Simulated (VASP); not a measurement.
**Nb: single point with PBEsol**

Nb:

```xyz
1
Lattice="-1.6353 1.6353 1.6353 1.6353 -1.6353 1.6353 1.6353 1.6353 -1.6353" Properties=species:S:1:pos:R:3 pbc="T T T"
Nb    0.0000    0.0000    0.0000
```

| Quantity | Value |
| --- | --- |
| Program | VASP 6.6.1 |
| Task | single point |
| Functional | PBEsol |
| Potentials or basis | VASP PAW PBE potentials, release 64 (Nb_sv) |
| Cutoff | 520 eV |
| k mesh | 23 × 23 × 23 |
| Occupations | methfessel-paxton, width 0.1 eV |
| Spin | no spin polarisation |
| Dipole correction | no |
| Further INCAR settings | ALGO = Normal; EDIFF = 1e-06; NBANDS = 12 |

| Item | Value |
| --- | --- |
| Pressure | -0.3 GPa |
| Band gap on the k mesh | zero (an odd number of electrons rules out a gap without spin polarisation) |

Levels at points of the mesh, in eV from the Fermi level:
```
           k point  band 3  band 4  band 5  band 6  band 7  band 8  band 9  band 10
(0.00, 0.00, 0.00)  -29.47  -29.47   -6.02    0.37    0.37    0.37    3.38     3.38
```

It took 100 s on 1 thread of Intel Xeon 8259CL (shared host), peak memory 0.2 GiB.

Caveat: the PAW data sets were made with another functional, which shifts forces and pressure a little.
